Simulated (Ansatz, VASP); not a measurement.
Ge in VASP and in Ansatz

Contents of INCAR:

```
PREC = Accurate
ENCUT = 520
EDIFF = 1E-6
ISMEAR = 0
SIGMA = 0.15
LREAL = F
LASPH = T
NELM = 80
ALGO = Normal
ISIF = 2
LWAVE = F
LCHARG = F
GGA = PS
NBANDS = 36
```

File KPOINTS:

```
regular mesh
0
Gamma
  12 12 8
```

Contents of POSCAR:

```
Ge
1.0
    0.0000000000     -2.8378616867     -2.8378616867
    0.0000000000      2.8378616867     -2.8378616867
    5.6757233734      0.0000000000      0.0000000000
Ge
4
Direct
    0.5035237799      0.5035237799      0.0000000000
    0.0035237799      0.0035237799      0.5000000000
   -0.0035237799      0.4964762201      0.2500000000
    0.4964762201     -0.0035237799      0.7500000000
```

Input for Ansatz:

```yaml
crystal:
  lattice:
    - [0.0, -2.8378616867, -2.8378616867]
    - [0.0, 2.8378616867, -2.8378616867]
    - [5.6757233734, 0.0, 0.0]
  atoms:
    - { symbol: Ge, position: [0.5035237799, 0.5035237799, 0.0] }
    - { symbol: Ge, position: [0.0035237799, 0.0035237799, 0.5] }
    - { symbol: Ge, position: [-0.0035237799, 0.4964762201, 0.25] }
    - { symbol: Ge, position: [0.4964762201, -0.0035237799, 0.75] }
basis:
  ecutwfc: 420
kpoints:
  mp_grid: { grid: [12, 12, 8] }
hamiltonian:
  xc: pbesol
  pseudopotentials: { kind: paw, azcp: { folder: soft_1 } }
scf:
  occupations: { method: gaussian, width: 0.15 }
output:
  forces: true
  stress: true
  eigenvalues: true
  write_density: true
  write_potential: true
  elf: true
  volumetric_format: npy
```

Change from the starting cell: mode 4 frozen in at +0.000 Å and mode 12 at -0.020 Å (largest displacements).

Alike in both runs: task single point; functional PBEsol; k mesh 12 × 12 × 8; occupations gaussian, width 0.15 eV; no spin polarisation.

|  | VASP | Ansatz |
| --- | --- | --- |
| version | VASP 6.6.1 | Ansatz 0.2.0 |
| potentials or method | VASP PAW PBE potentials, release 64 (Ge_d), cutoff 520 eV | scalar-relativistic, plane waves, PAW |
| valence electrons in the cell | 56 | 56 |

|  | VASP | Ansatz | Ansatz less VASP |
| --- | --- | --- | --- |
| pressure (GPa) | 0.0 | 0.1 | +0.10 |
| traceless stress, the component that is largest in VASP (GPa) | -1.17 | -1.18 | -0.010 |
| rms of the force components (eV/Å) | 0.249 | 0.250 | +0.0019 |

VASP's potentials were made for PBE, not for PBEsol, and Ansatz warns of the same on its side. Atom by atom the forces differ by 0.002 eV/Å (rms over components).
